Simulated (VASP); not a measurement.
# LuB2O3 (P6mm) in VASP: notebook

LuB2O3 is run at these levels: PBE; tasks: single point.

Program: VASP 6.6.1. These are calculated values, not measurements. Logs are shortened: lines on timing, memory, paths and dates and some standing lists are left out, and cuts for length are marked.

## (1) The cell of the first run

Symmetry: P6mm, No. 183, hexagonal system. The conventional cell has a = 4.717 Å, b = 4.717 Å, c = 3.484 Å, α = 90.00°, β = 90.00°, γ = 120.00°. Within 3.2 Å of Lu (site symmetry 6mm) lie 6 O at 2.46 Å and 6 B at 2.92 Å. B (site symmetry 3m) has 6 O at 2.21 Å and 3 B at 2.72 Å and 3 Lu at 2.92 Å within 3.0 Å. O (site symmetry 2mm) has 4 B at 2.21 Å and 4 O at 2.36 Å and 2 Lu at 2.46 Å within 2.9 Å.

The cell was built from a structure type or drawn by symmetry, and may not be a known phase.

## (2) Single point, PBE

The input, INCAR:

```
SYSTEM = LuB2O3
  PREC = Accurate
  ENCUT = 520
  EDIFF = 1E-6
  ISMEAR = 0
  SIGMA = 0.1
  LREAL = .False.
  LASPH = .True.
  NELM = 100
  ALGO = Normal
  ISIF = 2
  LWAVE = .False.
  LCHARG = .False.
  GGA = PE
  NBANDS = 34
```

The input, KPOINTS:

```
Automatic mesh
0
Gamma
  6 6 6
  0 0 0
```

The input, POSCAR:

```
LuB2O3
1.0
    4.7172176000      0.0000000000      0.0000000000
   -2.3586088000      4.0852302800      0.0000000000
    0.0000000000      0.0000000000      3.4840501700
Lu B O
1 2 3
Direct
    0.0000000000      0.0000000000      0.1926302600
    0.6666666700      0.3333333300      0.4961477200
    0.3333333300      0.6666666700      0.4961477200
    0.0000000000      0.5000000000      0.9950230700
    0.5000000000      0.0000000000      0.9950230700
    0.5000000000      0.5000000000      0.9950230700
```

Potentials or basis: VASP PAW PBE potentials, release 64 (Lu, B, O).

Started as:

```
> cat potpaw_PBE.64/Lu/POTCAR potpaw_PBE.64/B/POTCAR potpaw_PBE.64/O/POTCAR > POTCAR
> mpirun -np 1 vasp_std > vasp.out
```

OUTCAR:

```text
SYSTEM = LuB2O3
   PREC = Accurate
   ENCUT = 520
   EDIFF = 1E-6
   ISMEAR = 0
   LREAL = .False.
   LASPH = .True.
   NELM = 100
   ISIF = 2
   GGA = PE

 ion  position               nearest neighbor table
   1  0.000  0.000  0.193-   5 2.46   5 2.46   6 2.46   4 2.46   4 2.46   6 2.46   2 2.92   3 2.92
                             2 2.92   3 2.92   3 2.92   2 2.92
   2  0.667  0.333  0.496-   1 2.92   1 2.92   1 2.92
   3  0.333  0.667  0.496-   1 2.92   1 2.92   1 2.92
   4  0.000  0.500  0.995-   1 2.46   1 2.46
   5  0.500  0.000  0.995-   1 2.46   1 2.46
   6  0.500  0.500  0.995-   1 2.46   1 2.46

  LATTYP: Found a hexagonal cell.
 ALAT       =     4.7172176000
 C/A-ratio  =     0.7385816101

  Lattice vectors:

 A1 = (   4.7172176000,   0.0000000000,   0.0000000000)
 A2 = (  -2.3586088000,   4.0852302800,   0.0000000000)
 A3 = (   0.0000000000,   0.0000000000,   3.4840501700)

Analysis of symmetry for initial positions (statically):
=====================================================================
 Subroutine PRICEL returns:
 Original cell was already a primitive cell.

 Routine SETGRP: Setting up the symmetry group for a
 hexagonal supercell.

 Subroutine GETGRP returns: Found 12 space group operations
 (whereof 12 operations were pure point group operations)
 out of a pool of 24 trial point group operations.

The static configuration has the point symmetry C_6v.

Analysis of symmetry for dynamics (positions and initial velocities):
=====================================================================
 Subroutine PRICEL returns:
 Original cell was already a primitive cell.

 Routine SETGRP: Setting up the symmetry group for a
 hexagonal supercell.

 Subroutine GETGRP returns: Found 12 space group operations
 (whereof 12 operations were pure point group operations)
 out of a pool of 24 trial point group operations.

The dynamic configuration has the point symmetry C_6v.

 Subroutine INISYM returns: Found 12 space group operations
 (whereof 12 operations are pure point group operations),
 and found     1 'primitive' translations

----------------------------------------------------------------------------------------

                                     Primitive cell

  volume of cell :      67.1409

  direct lattice vectors                    reciprocal lattice vectors
     4.717217600  0.000000000  0.000000000     0.211989373  0.122392121  0.000000000
    -2.358608800  4.085230280  0.000000000     0.000000000  0.244784243  0.000000000
     0.000000000  0.000000000  3.484050170     0.000000000  0.000000000  0.287022273

  length of vectors
     4.717217600  4.717217603  3.484050170     0.244784243  0.244784243  0.287022273

  position of ions in fractional coordinates (direct lattice)
     0.000000000  0.000000000  0.192630260
     0.666666670  0.333333330  0.496147720
     0.333333330  0.666666670  0.496147720
     0.000000000  0.500000000  0.995023070
     0.500000000  0.000000000  0.995023070
     0.500000000  0.500000000  0.995023070

  ion indices of the primitive-cell ions
   primitive index   ion index
                 1           1
                 2           2
                 3           3
                 4           4
                 5           5
                 6           6

----------------------------------------------------------------------------------------

 KPOINTS: Automatic mesh

Automatic generation of k-mesh.
 Grid dimensions read from file:
 generate k-points for:    6    6    6

 Generating k-lattice:

  Cartesian coordinates                     Fractional coordinates (reciprocal lattice)
     0.035331562  0.020398687  0.000000000     0.166666667  0.000000000  0.000000000
     0.000000000  0.040797374  0.000000000     0.000000000  0.166666667  0.000000000
     0.000000000  0.000000000  0.047837046     0.000000000  0.000000000  0.166666667

  Length of vectors
     0.040797374  0.040797374  0.047837046

  Shift w.r.t. Gamma in fractional coordinates (k-lattice)
     0.000000000  0.000000000  0.000000000

 Subroutine IBZKPT returns following result:
 ===========================================

 Found     28 irreducible k-points:

 Following reciprocal coordinates:
            Coordinates               Weight
  0.000000  0.000000  0.000000      1.000000
  0.166667  0.000000  0.000000      6.000000
  0.333333 -0.000000  0.000000      6.000000
  0.500000  0.000000  0.000000      3.000000
  0.166667  0.166667  0.000000      6.000000
  0.333333  0.166667  0.000000     12.000000
[... 16 lines left out ...]
  0.166667  0.000000  0.500000      6.000000
  0.333333 -0.000000  0.500000      6.000000
 [... further k-points ...]
   k-points           NKPTS =     28   k-points in BZ     NKDIM =     28   number of bands    NBANDS=     34
   number of dos      NEDOS =    301   number of ions     NIONS =      6
   total plane-waves  NPLWV =  36288
   dimension x,y,z NGX =    36 NGY =   36 NGZ =   28
   dimension x,y,z NGXF=    72 NGYF=   72 NGZF=   56
   ions per type =               1   2   3
   NGX,Y,Z   is equivalent  to a cutoff of  12.69, 12.69, 13.36 a.u.
   NGXF,Y,Z  is equivalent  to a cutoff of  25.37, 25.37, 26.72 a.u.
 SYSTEM =  LuB2O3
   PREC   = accura    normal or accurate (medium, high low for compatibility)
   ISTART =      0    job   : 0-new  1-cont  2-samecut
   ICHARG =      2    charge: 1-file 2-atom 10-const
   ISPIN  =      1    spin polarized calculation?
   LNONCOLLINEAR =      F non collinear calculations
   LSORBIT =      F    spin-orbit coupling
   LASPH  =      T    aspherical Exc in radial PAW
   ENCUT  =  520.0 eV  38.22 Ry    6.18 a.u.   8.77  8.77  6.48*2*pi/ulx,y,z
   NELM   =    100;   NELMIN=  2; NELMDL= -5     # of ELM steps
   EDIFF  = 0.1E-05   stopping-criterion for ELM
   LREAL  =      F    real-space projection
   EDIFFG = 0.1E-04   stopping-criterion for IOM
   NSW    =      0    number of steps for IOM
   IBRION =     -1    ionic relax: 0-MD 1-quasi-New 2-CG
   NFREE  =      0    steps in history (QN), initial steepest desc. (CG)
   ISIF   =      2    stress and relaxation
   ISYM   =      2    0-nonsym 1-usesym 2-fastsym
   POTIM  = 0.5000    time-step for ionic-motion
   TEBEG  =    0.0;   TEEND  =   0.0 temperature during run
   PSTRESS=    0.0 pullay stress
   NELECT =      49.0000    total number of electrons
   NUPDOWN=      -1.0000    fix difference up-down
   EMIN   =  10.00;   EMAX   =-10.00  energy-range for DOS
   EFERMI =   0.00;   METHOD = LEGACY
   ISMEAR =     0;   SIGMA  =   0.10  broadening in eV -4-tet -1-fermi 0-gaus
   EFERMI_NEDOS =   21; number of points for ismear=-14 and -15
   IALGO  =     38    algorithm
   IMIX   =      4    mixing-type and parameters
     AMIX     =   0.40;   BMIX     =  1.00
     AMIX_MAG =   1.60;   BMIX_MAG =  1.00
  volume/ion in A,a.u.               =      11.19        75.51
  Fermi-wavevector in a.u.,A,eV,Ry     =   1.473934  2.785331 29.558387  2.172480
  Thomas-Fermi vector in A             =   2.588766
   LORBIT       =      0    0 simple, 1 ext, 2 COOP (PROOUT), +10 PAW based schemes
   GGA     = PE    functional components
   LHFCALC =     F    Hartree Fock is set to
   AEXX    =    0.0000 exact exchange contribution
   IVDW    =     0    specifies the selected vdW correction
   LEPSILON=     F    determine dielectric tensor
   LRPA    =     F    only Hartree local field effects (RPA)
 non-spin polarized calculation
 Gauss-broadening in eV      SIGMA  =   0.10
  energy-cutoff  :      520.00
  volume of cell :       67.14
 maximum number of plane-waves:      1836
 NGX is ok and might be reduce to    36
   NGX = 17   NGY = 17   NGZ = 13

 number of electron      48.9999985 magnetization

 Free energy of the ion-electron system (eV)
  ---------------------------------------------------
  ext. energy  EPLUGINS =         0.00000000
  ---------------------------------------------------
  free energy    TOTEN  =       -29.75974359 eV

  energy without entropy =      -29.72674376  energy(sigma->0) =      -29.74324368

 E-fermi :   3.7683     XC(G=0): -11.4284

 val. band max:        3.7679384766   @ k =   0.5000   0.0000   0.5000
 cond. band min:       3.7715726851   @ k =   0.0000   0.0000   0.3333
 fundamental gap:      0.0036342084
 Fermi energy:         3.7682965533

 k-point     1 :       0.0000    0.0000    0.0000
  band No.  band energies     occupation
      1     -52.6341      2.00000
      2     -23.4403      2.00000
      3     -23.1813      2.00000
      4     -23.1812      2.00000
      5     -15.6308      2.00000
      6     -13.3146      2.00000
[... 26 lines left out ...]
     33       9.9301      0.00000
     34      10.4574      0.00000

 k-point     2 :       0.1667    0.0000    0.0000
  band No.  band energies     occupation
      1     -52.6340      2.00000
      2     -23.4394      2.00000
      3     -23.2003      2.00000
      4     -23.1864      2.00000
      5     -15.4791      2.00000
      6     -13.4775      2.00000
[... 26 lines left out ...]
     33      10.2743      0.00000
     34      10.4145      0.00000

 k-point     3 :       0.3333   -0.0000    0.0000
  band No.  band energies     occupation
      1     -52.6339      2.00000
      2     -23.4371      2.00000
      3     -23.2380      2.00000
      4     -23.1967      2.00000
      5     -15.0816      2.00000
      6     -13.8905      2.00000
[... 26 lines left out ...]
     33      10.0807      0.00000
     34      10.2858      0.00000
[... 704 lines left out ...]
 k-point    23 :       0.1667    0.0000    0.5000
  band No.  band energies     occupation
      1     -52.6252      2.00000
      2     -23.6788      2.00000
      3     -23.1715      2.00000
      4     -23.1594      2.00000
      5     -15.1584      2.00000
      6     -13.2833      2.00000
[... 26 lines left out ...]
     33      10.0414      0.00000
     34      10.2289      0.00000

 k-point    24 :       0.3333   -0.0000    0.5000
  band No.  band energies     occupation
      1     -52.6250      2.00000
      2     -23.6747      2.00000
      3     -23.2044      2.00000
      4     -23.1684      2.00000
      5     -14.8062      2.00000
      6     -13.6724      2.00000
[... 26 lines left out ...]
     33       9.7156      0.00000
     34      10.1682      0.00000

 [... further k-points ...]
[... 5 lines left out ...]
  --------------------------------------------------------------------------------------
  -------------------------------------------------------------------------------------
  Total        0.3133915      0.3133915    -14.0644995     -0.0000000     -0.0000000      0.0000000
  in kB        7.4784379      7.4784379   -335.6201374     -0.0000000     -0.0000000      0.0000000
  external PRESSURE =    -106.8877539 kB  Pullay stress =       0.0000000 kB

 VOLUME and BASIS-vectors are now :
 -----------------------------------------------------------------------------
  energy-cutoff  :      520.00
  volume of cell :       67.14
      direct lattice vectors                 reciprocal lattice vectors
     4.717217600  0.000000000  0.000000000     0.211989373  0.122392121  0.000000000
    -2.358608800  4.085230280  0.000000000     0.000000000  0.244784243  0.000000000
     0.000000000  0.000000000  3.484050170     0.000000000  0.000000000  0.287022273

 POSITION                                       TOTAL-FORCE (eV/Angst)
 -----------------------------------------------------------------------------------
      0.00000      0.00000      0.67113        -0.000000      0.000000     -2.335180
      2.35861      1.36174      1.72860        -0.000000      0.000000      0.561478
     -0.00000      2.72349      1.72860         0.000000     -0.000000      0.561478
     -1.17930      2.04262      3.46671        -0.000000     -0.000000      0.404075
      2.35861      0.00000      3.46671        -0.000000     -0.000000      0.404075
      1.17930      2.04262      3.46671        -0.000000     -0.000000      0.404075
 -----------------------------------------------------------------------------------
    total drift:                                0.000000      0.000001     -0.000809

  FREE ENERGIE OF THE ION-ELECTRON SYSTEM (eV)
  ---------------------------------------------------
  free  energy   TOTEN  =       -29.7597435901 eV

  energy  without entropy=      -29.7267437638  energy(sigma->0) =      -29.74324368
```

Wall time 2.3 min (1 thread of Intel Xeon Platinum 8375C at 2.90GHz (Ice Lake), shared host); peak memory 0.22 GiB.

Results:

```yaml
Free_energy: -29.7597 eV
Pressure: -10.7 GPa
Largest_force: 2.335 eV/Å
Band_gap_on_the_k_mesh: zero (an odd number of electrons rules out a gap without spin polarisation)
```

Forces in eV/Å, atoms in the order of the input:
```
Lu   0.000  0.000 -2.335
B    0.000  0.000  0.561
B    0.000  0.000  0.561
O    0.000  0.000  0.404
O    0.000  0.000  0.404
O    0.000  0.000  0.404
```

Levels at points of the mesh, in eV from the Fermi level:
| k point | band 20 | band 21 | band 22 | band 23 | band 24 | band 25 | band 26 | band 27 | band 28 | band 29 |
| --- | --- | --- | --- | --- | --- | --- | --- | --- | --- | --- |
| (0.00, 0.00, 0.00) | -2.69 | -2.69 | -0.81 | -0.08 | -0.08 | -0.05 | -0.05 | 0.28 | 1.26 | 2.30 |
| (0.50, 0.00, 0.00) | -3.62 | -3.23 | -2.55 | -2.16 | -1.50 | -0.44 | -0.22 | 0.20 | 2.91 | 4.39 |
| (0.00, 0.00, 0.50) | -4.51 | -2.53 | -0.76 | 0.04 | 0.04 | 0.64 | 0.64 | 1.62 | 3.47 | 3.47 |
| (0.50, 0.00, 0.50) | -3.14 | -3.01 | -2.91 | -0.76 | 0.00 | 1.12 | 1.50 | 1.71 | 2.88 | 2.89 |

Caveat: the cell stands under tension; spin-orbit coupling is left out, which moves the levels of the heavy elements; an odd number of electrons without spin polarisation forces a metal; a magnetic or distorted state may lie lower.

## (3) Single point, PBE

This run uses another cell than the first one, of 12.56 Å³/atom.

The input, INCAR:

```
SYSTEM = LuB2O3
PREC     = Accurate       ! precision mode
ENCUT    = 520            ! plane-wave cutoff, eV
EDIFF    = 1E-6           ! SCF threshold, eV
ISMEAR   = 0              ! smearing method
SIGMA    = 0.1            ! smearing width, eV
LREAL    = .FALSE.        ! projectors in reciprocal space
LASPH    = .TRUE.         ! aspherical terms in the spheres
NELM     = 60             ! most SCF steps
ALGO     = Normal         ! electronic algorithm
ISIF     = 2              ! what is computed and relaxed
LWAVE    = .FALSE.        ! write WAVECAR
LCHARG   = .TRUE.         ! write CHGCAR
GGA      = PE             ! functional
LELF     = .TRUE.         ! ELF
LVHAR    = .TRUE.       
NBANDS   = 34             ! bands
```

The input, KPOINTS:

```
regular mesh
0
G
  6 6 6
  0 0 0
```

The input, POSCAR:

```
LuB2O3
1.0
    4.5553434185      0.0000000000      0.0000000000
   -2.2776717093      3.9450431234      0.0000000000
    0.0000000000      0.0000000000      4.1938271137
Lu B O
1 2 3
Direct
    0.0000000000      0.0000000000      0.0972083377
    0.6666666667      0.3333333333      0.7245980331
    0.3333333333      0.6666666667      0.7245980331
    0.0000000000      0.5000000000      0.8745301687
    0.5000000000      0.0000000000      0.8745301687
    0.5000000000      0.5000000000      0.8745301687
```

Potentials or basis: VASP PAW PBE potentials, release 64 (Lu, B, O).

Started as:

```
> cat potpaw_PBE.64/Lu/POTCAR potpaw_PBE.64/B/POTCAR potpaw_PBE.64/O/POTCAR > POTCAR
> mpirun -np 1 vasp_std > vasp.out
```

Wall time 2.2 min (1 thread of Intel Xeon Platinum 8375C at 2.90GHz (Ice Lake), shared host); peak memory 0.24 GiB.

It converged, with:

- Free energy: -41.8106 eV
- Pressure: 0.5 GPa
- Largest force: 0.068 eV/Å
- Band gap on the k mesh: zero (an odd number of electrons rules out a gap without spin polarisation)

Forces in eV/Å, atoms in the order of the input:
```
Lu   0.000  0.000  0.068
B    0.000  0.000 -0.038
B    0.000  0.000 -0.038
O    0.000  0.000  0.003
O    0.000  0.000  0.003
O    0.000  0.000  0.003
```

Stress tensor (GPa, compression positive):
```
0.67 0.00 0.00
0.00 0.67 0.00
0.00 0.00 0.15
```

Levels at points of the mesh, in eV from the Fermi level:
```csv
k point,band 20,band 21,band 22,band 23,band 24,band 25,band 26,band 27,band 28,band 29
"(0.00, 0.00, 0.00)",-6.13,-4.77,-4.77,-3.24,-3.22,0.43,0.72,2.82,2.82,3.14
"(0.50, 0.00, 0.00)",-6.31,-6.01,-5.73,-4.27,-1.46,-1.21,0.27,2.48,3.03,3.68
"(0.00, 0.00, 0.50)",-6.33,-4.79,-4.79,-3.21,-0.38,-0.09,2.78,2.81,2.81,3.41
"(0.50, 0.00, 0.50)",-6.30,-6.06,-5.83,-4.25,-0.12,0.32,1.41,2.47,2.91,3.11
```

Caveat: spin-orbit coupling is left out, which moves the levels of the heavy elements; an odd number of electrons without spin polarisation forces a metal; a magnetic or distorted state may lie lower.
